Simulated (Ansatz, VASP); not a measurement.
**Two plane-wave programs on WS2**

File INCAR:

```
SYSTEM = WS2
PREC = Accurate
ENCUT = 600
EDIFF = 1E-7
ISMEAR = -1
SIGMA = 0.05
LREAL = .FALSE.
LASPH = .TRUE.
NELM = 60
ALGO = Normal
ISIF = 3
LWAVE = .FALSE.
LCHARG = .FALSE.
GGA = PS
IVDW = 12
IBRION = 2
NSW = 60
EDIFFG = -0.01
```

Contents of KPOINTS:

```
regular mesh
0
G
  10 10 3
  0 0 0
```

Contents of POSCAR:

```
WS2
1.0
    3.1800000000      0.0000000000      0.0000000000
   -1.5900000000      2.7539607840      0.0000000000
    0.0000000000      0.0000000000     12.5000000000
W S
2 4
Direct
    0.6666666667      0.3333333333      0.7500000000
    0.3333333333      0.6666666667      0.2500000000
    0.6666666667      0.3333333333      0.3750000000
    0.3333333333      0.6666666667      0.8750000000
    0.6666666667      0.3333333333      0.1250000000
    0.3333333333      0.6666666667      0.6250000000
```

File input.yaml:

```yaml
crystal:
  lattice:
    - [3.18, 0.0, 0.0]
    - [-1.59, 2.753960784, 0.0]
    - [0.0, 0.0, 12.5]
  atoms:
    - { symbol: W, position: [0.6666666667, 0.3333333333, 0.75] }
    - { symbol: W, position: [0.3333333333, 0.6666666667, 0.25] }
    - { symbol: S, position: [0.6666666667, 0.3333333333, 0.375] }
    - { symbol: S, position: [0.3333333333, 0.6666666667, 0.875] }
    - { symbol: S, position: [0.6666666667, 0.3333333333, 0.125] }
    - { symbol: S, position: [0.3333333333, 0.6666666667, 0.625] }
hamiltonian:
  xc: pbesol
  pseudopotentials: { kind: paw }
  dispersion: d3bj
kpoints:
  mp_grid: { grid: [10, 10, 3] }
scf:
  occupations: { method: fermi_dirac, width: 0.05 }
output:
  forces: true
  stress: true
relax:
  f_tol: 0.01
  max_steps: 40
  cell: { stress_tol: 0.05 }
```

Alike in both runs: task relaxation of cell and atoms; functional PBEsol; dispersion D3(BJ); k mesh 10 × 10 × 3; occupations fermi-dirac, width 0.05 eV; no spin polarisation.

```csv
,VASP,Ansatz
version,VASP 6.6.1,Ansatz 0.2.0
potentials or method,"VASP PAW PBE potentials, release 64 (W_sv, S)",Ansatz PAW
plane-wave cutoff (eV),600,420
valence electrons in the cell,52,52
```

```csv
,VASP,Ansatz,Ansatz less VASP
relaxed volume (Å³/atom),16.51,16.48,-0.030
relaxed cell length with the largest relative difference (Å),11.789,11.771,-0.0184
```

VASP's potentials were made for PBE, not for PBEsol.

Neither program's run includes spin-orbit coupling. Noted on Ansatz's run: odd divisions of the mesh miss points on the zone boundary, where band edges often lie, so the gap on the mesh can be too wide; the plane-wave basis is chosen anew once the cell has moved, so the energies of steps on either side of that aren't comparable.
